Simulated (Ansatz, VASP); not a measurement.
**Two plane-wave programs on AgI**

```
CELL_PARAMETERS angstrom
3.07543 3.07543 0.00000
-3.07543 3.07543 0.00000
0.00000 3.07543 3.07543
ATOMIC_POSITIONS crystal
Ag 0.00000 0.00000 0.00000
I 0.75000 0.25000 0.50000
```

Alike in both runs: task single point; functional r2SCAN; k mesh 6 × 6 × 6; no spin polarisation.

|  | VASP | Ansatz |
| --- | --- | --- |
| version | VASP 6.6.1 | Ansatz 0.2.0 |
| potentials or method | VASP PAW PBE potentials, release 64 (Ag, I) | PAW with Ansatz's default frozen-core files, scalar-relativistic |
| plane-wave cutoff (eV) | 550 | 500 |
| occupations | gaussian, width 0.01 eV | fixed |
| valence electrons in the cell | 18 | 36 |

```csv
,VASP,Ansatz,Ansatz less VASP
gap on the k mesh at the Fermi level (eV),1.81,1.84,+0.028
pressure (GPa),9.8,10.0,+0.20
```

VASP's potentials were made for PBE, not for r2SCAN. VASP's potentials hold 18 valence electrons a cell and Ansatz's 36, so a difference there can come from the potentials and not from the codes.

Spin-orbit coupling is off throughout.
